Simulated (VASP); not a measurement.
SiNi2, 6 atoms in the cell. Symmetry: P6_3/mmc, No. 194, hexagonal system. Conventional cell: a = 3.912 Å, b = 3.912 Å, c = 4.991 Å, α = 90.00°, β = 90.00°, γ = 120.00°. Within 3.0 Å of Si (site symmetry -6m2) lie 11 Ni at 2.26 to 2.58 Å. Ni (site symmetry -3m) has 8 Ni at 2.50 to 2.58 Å and 6 Si at 2.58 Å within 3.3 Å. Within 3.0 Å of Ni (site symmetry -6m2) lie 5 Si at 2.26 to 2.50 Å and 6 Ni at 2.58 Å. 

```yaml
Program: VASP 6.6.1
Task: single point
Functional: PBE
Potentials_or_basis: VASP PAW PBE potentials, release 64 (Si, Ni)
Cutoff: 600 eV
k_mesh: 12 × 12 × 8
Occupations: gaussian, width 0.1 eV
Spin: no spin polarisation
Dipole_correction: no
Further_INCAR_settings: ALGO = Normal; EDIFF = 1e-06; NBANDS = 33
```

Potentials or basis: VASP PAW PBE potentials, release 64 (Si, Ni).

Launch:

```console
$ cat potpaw_PBE.64/Si/POTCAR potpaw_PBE.64/Ni/POTCAR > POTCAR
$ mpirun -np 1 vasp_std > vasp.out
```

Hardware: 1 thread of Intel(R) Xeon(R) 6975P-C (Granite Rapids) (shared host).

**Question.** Estimate the wall time of this run.

**Answer.** It took 93 s on 1 thread of Intel(R) Xeon(R) 6975P-C (Granite Rapids), on a shared host, peak memory 0.33 GiB. Counts: scf iterations 17, k points 95.
